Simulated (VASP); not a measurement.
# Al2O3 (R-3c) in VASP: notebook

Al2O3 is run at these levels: PBE; tasks: single point.

Program: VASP 6.6.1. These are calculated values, not measurements. Logs are shortened: lines on timing, memory, paths and dates and some standing lists are left out, and cuts for length are marked.

## 1. The cell of the first run

Symmetry: R-3c, No. 167, trigonal system. Conventional cell: a = 4.618 Å, b = 4.618 Å, c = 11.947 Å, α = 90.00°, β = 90.00°, γ = 120.00°. Within 2.4 Å of Al (site symmetry 3) lie 6 O at 1.78 to 1.87 Å. Within 2.4 Å of O (site symmetry 2) lie 4 Al at 1.78 to 1.87 Å.

## 2. Single point, PBE (volume 7.356 Å^3 an atom, c/a of the conventional cell 2.5869)

File INCAR:

```
SYSTEM = Al2O3
PREC = Accurate
ENCUT = 520
EDIFF = 1E-6
ISMEAR = 0
SIGMA = 0.05
LREAL = .FALSE.
LASPH = .TRUE.
NELM = 60
ALGO = Normal
ISIF = 2
LWAVE = .FALSE.
LCHARG = .FALSE.
GGA = PE
NBANDS = 35
```

File KPOINTS:

```
regular mesh
0
G
  6 6 6
  0 0 0
```

File POSCAR:

```
Al2O3
1.0
    2.3091611309      1.3331948005      3.9823792863
   -2.3091611309      1.3331948005      3.9823792863
    0.0000000000     -2.6663896010      3.9823792863
Al O
4 6
Direct
    0.8521293568      0.8521293568      0.8521293568
    0.6478706432      0.6478706432      0.6478706432
    0.1478706432      0.1478706432      0.1478706432
    0.3521293568      0.3521293568      0.3521293568
    0.0561574040      0.4438425960      0.7500000000
    0.7500000000      0.0561574040      0.4438425960
    0.4438425960      0.7500000000      0.0561574040
    0.9438425960      0.5561574040      0.2500000000
    0.2500000000      0.9438425960      0.5561574040
    0.5561574040      0.2500000000      0.9438425960
```

Potentials or basis: VASP PAW PBE potentials, release 64 (Al, O).

Command:

```console
cat potpaw_PBE.64/Al/POTCAR potpaw_PBE.64/O/POTCAR > POTCAR
mpirun -np 1 vasp_std > vasp.out
```

OUTCAR:

```text
SYSTEM = Al2O3
   PREC = Accurate
   ENCUT = 520
   EDIFF = 1E-6
   ISMEAR = 0
   LREAL = .FALSE.
   LASPH = .TRUE.
   NELM = 60
   ISIF = 2
   GGA = PE

 ion  position               nearest neighbor table
   1  0.852  0.852  0.852-   9 1.78   8 1.78  10 1.78   7 1.87   6 1.87   5 1.87   2 2.44   3 2.70
                             3 2.70   3 2.70   2 3.08   2 3.08   2 3.08   4 3.33   4 3.33   4 3.33
   2  0.648  0.648  0.648-  10 1.78   8 1.78   9 1.78   7 1.87   6 1.87   5 1.87   1 2.44   4 2.70
                             4 2.70   4 2.70   1 3.08   1 3.08   1 3.08   3 3.33   3 3.33   3 3.33
   3  0.148  0.148  0.148-   6 1.78   5 1.78   7 1.78   9 1.87  10 1.87   8 1.87   4 2.44   1 2.70
                             1 2.70   1 2.70   4 3.08   4 3.08   4 3.08   2 3.33   2 3.33   2 3.33
   4  0.352  0.352  0.352-   7 1.78   5 1.78   6 1.78   9 1.87  10 1.87   8 1.87   3 2.44   2 2.70
                             2 2.70   2 2.70   3 3.08   3 3.08   3 3.08   1 3.33   1 3.33   1 3.33
   5  0.056  0.444  0.750-   3 1.78   4 1.78   1 1.87   2 1.87
   6  0.750  0.056  0.444-   3 1.78   4 1.78   1 1.87   2 1.87
   7  0.444  0.750  0.056-   4 1.78   3 1.78   1 1.87   2 1.87
   8  0.944  0.556  0.250-   1 1.78   2 1.78   3 1.87   4 1.87
   9  0.250  0.944  0.556-   1 1.78   2 1.78   3 1.87   4 1.87
  10  0.556  0.250  0.944-   2 1.78   1 1.78   3 1.87   4 1.87

  LATTYP: Found a trigonal (rhomboedric) cell.
 ALAT       =     4.7925961946
 COS(alpha) =     0.5357020184

  Lattice vectors:

 A1 = (   2.3091611309,   1.3331948005,   3.9823792863)
 A2 = (  -2.3091611309,   1.3331948005,   3.9823792863)
 A3 = (   0.0000000000,  -2.6663896010,   3.9823792863)

Analysis of symmetry for initial positions (statically):
=====================================================================
 Subroutine PRICEL returns:
 Original cell was already a primitive cell.

 Routine SETGRP: Setting up the symmetry group for a
 trigonal (rhombohedral) supercell.

 Subroutine GETGRP returns: Found 12 space group operations
 (whereof  6 operations were pure point group operations)
 out of a pool of 12 trial point group operations.

The static configuration has the point symmetry S_6 .
 The point group associated with its full space group is D_3d.

Analysis of symmetry for dynamics (positions and initial velocities):
=====================================================================
 Subroutine PRICEL returns:
 Original cell was already a primitive cell.

 Routine SETGRP: Setting up the symmetry group for a
 trigonal (rhombohedral) supercell.

 Subroutine GETGRP returns: Found 12 space group operations
 (whereof  6 operations were pure point group operations)
 out of a pool of 12 trial point group operations.

The dynamic configuration has the point symmetry S_6 .
 The point group associated with its full space group is D_3d.

 Subroutine INISYM returns: Found 12 space group operations
 (whereof  6 operations are pure point group operations),
 and found     1 'primitive' translations

----------------------------------------------------------------------------------------

                                     Primitive cell

  volume of cell :      73.5600

  direct lattice vectors                    reciprocal lattice vectors
     2.309161131  1.333194801  3.982379286     0.216528848  0.125012989  0.083702056
    -2.309161131  1.333194801  3.982379286    -0.216528848  0.125012989  0.083702056
     0.000000000 -2.666389601  3.982379286     0.000000000 -0.250025978  0.083702056

  length of vectors
     4.792596195  4.792596195  4.792596195     0.263664604  0.263664604  0.263664604

  position of ions in fractional coordinates (direct lattice)
     0.852129357  0.852129357  0.852129357
     0.647870643  0.647870643  0.647870643
     0.147870643  0.147870643  0.147870643
     0.352129357  0.352129357  0.352129357
     0.056157404  0.443842596  0.750000000
     0.750000000  0.056157404  0.443842596
     0.443842596  0.750000000  0.056157404
     0.943842596  0.556157404  0.250000000
     0.250000000  0.943842596  0.556157404
     0.556157404  0.250000000  0.943842596

  ion indices of the primitive-cell ions
   primitive index   ion index
                 1           1
                 2           2
                 3           3
                 4           4
                 5           5
                 6           6
                 7           7
                 8           8
                 9           9
                10          10

----------------------------------------------------------------------------------------

 KPOINTS: regular mesh

Automatic generation of k-mesh.
 Grid dimensions read from file:
 generate k-points for:    6    6    6

 Generating k-lattice:

  Cartesian coordinates                     Fractional coordinates (reciprocal lattice)
     0.036088141  0.020835498  0.013950343     0.166666667  0.000000000  0.000000000
    -0.036088141  0.020835498  0.013950343     0.000000000  0.166666667  0.000000000
     0.000000000 -0.041670996  0.013950343     0.000000000  0.000000000  0.166666667

  Length of vectors
     0.043944101  0.043944101  0.043944101

  Shift w.r.t. Gamma in fractional coordinates (k-lattice)
     0.000000000  0.000000000  0.000000000

 Subroutine IBZKPT returns following result:
 ===========================================

 Found     32 irreducible k-points:

 Following reciprocal coordinates:
            Coordinates               Weight
  0.000000  0.000000  0.000000      1.000000
  0.166667  0.000000  0.000000      6.000000
  0.333333 -0.000000  0.000000      6.000000
  0.500000  0.000000  0.000000      3.000000
  0.166667  0.166667  0.000000      6.000000
  0.333333  0.166667  0.000000     12.000000
[... 16 lines left out ...]
  0.500000  0.500000  0.166667      6.000000
 -0.333333  0.500000  0.166667     12.000000
 [... further k-points ...]
   k-points           NKPTS =     32   k-points in BZ     NKDIM =     32   number of bands    NBANDS=     35
   number of dos      NEDOS =    301   number of ions     NIONS =     10
   total plane-waves  NPLWV =  46656
   dimension x,y,z NGX =    36 NGY =   36 NGZ =   36
   dimension x,y,z NGXF=    72 NGYF=   72 NGZF=   72
   ions per type =               4   6
   NGX,Y,Z   is equivalent  to a cutoff of  12.49, 12.49, 12.49 a.u.
   NGXF,Y,Z  is equivalent  to a cutoff of  24.98, 24.98, 24.98 a.u.
 SYSTEM =  Al2O3
   PREC   = accura    normal or accurate (medium, high low for compatibility)
   ISTART =      0    job   : 0-new  1-cont  2-samecut
   ICHARG =      2    charge: 1-file 2-atom 10-const
   ISPIN  =      1    spin polarized calculation?
   LNONCOLLINEAR =      F non collinear calculations
   LSORBIT =      F    spin-orbit coupling
   LASPH  =      T    aspherical Exc in radial PAW
   ENCUT  =  520.0 eV  38.22 Ry    6.18 a.u.   8.91  8.91  8.91*2*pi/ulx,y,z
   NELM   =     60;   NELMIN=  2; NELMDL= -5     # of ELM steps
   EDIFF  = 0.1E-05   stopping-criterion for ELM
   LREAL  =      F    real-space projection
   EDIFFG = 0.1E-04   stopping-criterion for IOM
   NSW    =      0    number of steps for IOM
   IBRION =     -1    ionic relax: 0-MD 1-quasi-New 2-CG
   NFREE  =      0    steps in history (QN), initial steepest desc. (CG)
   ISIF   =      2    stress and relaxation
   ISYM   =      2    0-nonsym 1-usesym 2-fastsym
   POTIM  = 0.5000    time-step for ionic-motion
   TEBEG  =    0.0;   TEEND  =   0.0 temperature during run
   PSTRESS=    0.0 pullay stress
   NELECT =      48.0000    total number of electrons
   NUPDOWN=      -1.0000    fix difference up-down
   EMIN   =  10.00;   EMAX   =-10.00  energy-range for DOS
   EFERMI =   0.00;   METHOD = LEGACY
   ISMEAR =     0;   SIGMA  =   0.05  broadening in eV -4-tet -1-fermi 0-gaus
   EFERMI_NEDOS =   21; number of points for ismear=-14 and -15
   IALGO  =     38    algorithm
   IMIX   =      4    mixing-type and parameters
     AMIX     =   0.40;   BMIX     =  1.00
     AMIX_MAG =   1.60;   BMIX_MAG =  1.00
  volume/ion in A,a.u.               =       7.36        49.64
  Fermi-wavevector in a.u.,A,eV,Ry     =   1.419955  2.683326 27.433060  2.016273
  Thomas-Fermi vector in A             =   2.540921
   LORBIT       =      0    0 simple, 1 ext, 2 COOP (PROOUT), +10 PAW based schemes
   GGA     = PE    functional components
   LHFCALC =     F    Hartree Fock is set to
   AEXX    =    0.0000 exact exchange contribution
   IVDW    =     0    specifies the selected vdW correction
   LEPSILON=     F    determine dielectric tensor
   LRPA    =     F    only Hartree local field effects (RPA)
 non-spin polarized calculation
 Gauss-broadening in eV      SIGMA  =   0.05
  energy-cutoff  :      520.00
  volume of cell :       73.56
 maximum number of plane-waves:      2006
   NGX = 17   NGY = 17   NGZ = 17

 number of electron      47.9999976 magnetization

 Free energy of the ion-electron system (eV)
  ---------------------------------------------------
  ext. energy  EPLUGINS =         0.00000000
  ---------------------------------------------------
  free energy    TOTEN  =       -72.47149678 eV

  energy without entropy =      -72.47149678  energy(sigma->0) =      -72.47149678

 E-fermi :   8.5929     XC(G=0): -12.4258

 val. band max:        8.2866027072   @ k =   0.0000   0.0000   0.0000
 cond. band min:      15.8087886031   @ k =   0.0000   0.0000   0.0000
 fundamental gap:      7.5221858959
 Fermi energy:         8.5929126316

 k-point     1 :       0.0000    0.0000    0.0000
  band No.  band energies     occupation
      1     -12.5267      2.00000
      2      -9.2983      2.00000
      3      -9.2884      2.00000
      4      -9.2884      2.00000
      5      -8.8643      2.00000
      6      -8.8643      2.00000
[... 27 lines left out ...]
     34      23.2678      0.00000
     35      24.0827      0.00000
[... 843 lines left out ...]
      5      -9.0094      2.00000
      6      -8.7589      2.00000
[... 27 lines left out ...]
     34      22.5302      0.00000
     35      22.9501      0.00000

 [... further k-points ...]

------------------------ aborting loop because EDIFF is reached ----------------------------------------

  FORCE on cell =-STRESS in cart. coord.  units (eV):
  Direction    XX          YY          ZZ          XY          YZ          ZX
  --------------------------------------------------------------------------------------
  -------------------------------------------------------------------------------------
  Total       22.5861613     22.5861613     32.8436000     -0.0000000     -0.0000000      0.0000000
  in kB      491.9390372    491.9390371    715.3517046     -0.0000000     -0.0000000      0.0000000
  external PRESSURE =     566.4099263 kB  Pullay stress =       0.0000000 kB

 VOLUME and BASIS-vectors are now :
 -----------------------------------------------------------------------------
  energy-cutoff  :      520.00
  volume of cell :       73.56
      direct lattice vectors                 reciprocal lattice vectors
     2.309161131  1.333194801  3.982379286     0.216528848  0.125012989  0.083702056
    -2.309161131  1.333194801  3.982379286    -0.216528848  0.125012989  0.083702056
     0.000000000 -2.666389601  3.982379286     0.000000000 -0.250025978  0.083702056

 POSITION                                       TOTAL-FORCE (eV/Angst)
 -----------------------------------------------------------------------------------
      0.00000      0.00000     10.18051         0.000000     -0.000000      0.628476
      0.00000      0.00000      7.74020         0.000000     -0.000000     -0.628476
      0.00000      0.00000      1.76663         0.000000     -0.000000     -0.628476
      0.00000      0.00000      4.20694         0.000000     -0.000000      0.628476
     -0.89523     -1.33319      4.97797         0.191067     -0.000000     -0.000000
      1.60219     -0.10869      4.97797        -0.095533      0.165469     -0.000000
     -0.70697      1.44189      4.97797        -0.095533     -0.165469     -0.000000
      0.89523      1.33319      6.96916        -0.191067     -0.000000     -0.000000
     -1.60219      0.10869      6.96916         0.095533     -0.165469     -0.000000
      0.70697     -1.44189      6.96916         0.095533      0.165469     -0.000000
 -----------------------------------------------------------------------------------
    total drift:                               -0.000000      0.000000      0.000000

  FREE ENERGIE OF THE ION-ELECTRON SYSTEM (eV)
  ---------------------------------------------------
  free  energy   TOTEN  =       -72.4714967770 eV

  energy  without entropy=      -72.4714967770  energy(sigma->0) =      -72.47149678
```

Run time: 32 s. Hardware: 1 thread of Intel Xeon 6975P-C (Granite Rapids), shared host; peak memory 0.22 GiB.

What came out:

```yaml
Free_energy: -72.4715 eV
Pressure: 56.6 GPa
Largest_force: 0.628 eV/Å
Band_gap_on_the_k_mesh: 7.52 eV, direct
```

Forces in eV/Å, atoms in the order of the input:
```
Al   0.000  0.000  0.628
Al   0.000  0.000 -0.628
Al   0.000  0.000 -0.628
Al   0.000  0.000  0.628
O    0.191  0.000  0.000
O   -0.096  0.165  0.000
O   -0.096 -0.165  0.000
O   -0.191  0.000  0.000
O    0.096 -0.165  0.000
O    0.096  0.165  0.000
```

Levels at points of the mesh, in eV from the valence-band top:
```csv
k point,band 21,band 22,band 23,band 24,band 25,band 26,band 27,band 28
"(0.00, 0.00, 0.00)",-1.04,-0.62,-0.62,0.00,7.52,9.38,11.91,12.51
"(0.50, 0.00, 0.00)",-1.43,-1.43,-0.63,-0.63,10.00,10.00,11.35,11.35
"(0.50, 0.50, 0.00)",-1.67,-1.56,-1.12,-0.58,9.33,10.53,11.09,11.70
"(0.50, 0.50, 0.50)",-1.07,-1.07,-1.07,-1.07,9.46,9.46,11.98,11.98
```

 A k mesh can miss the band edges.

(Continued in part 2 of 3.)
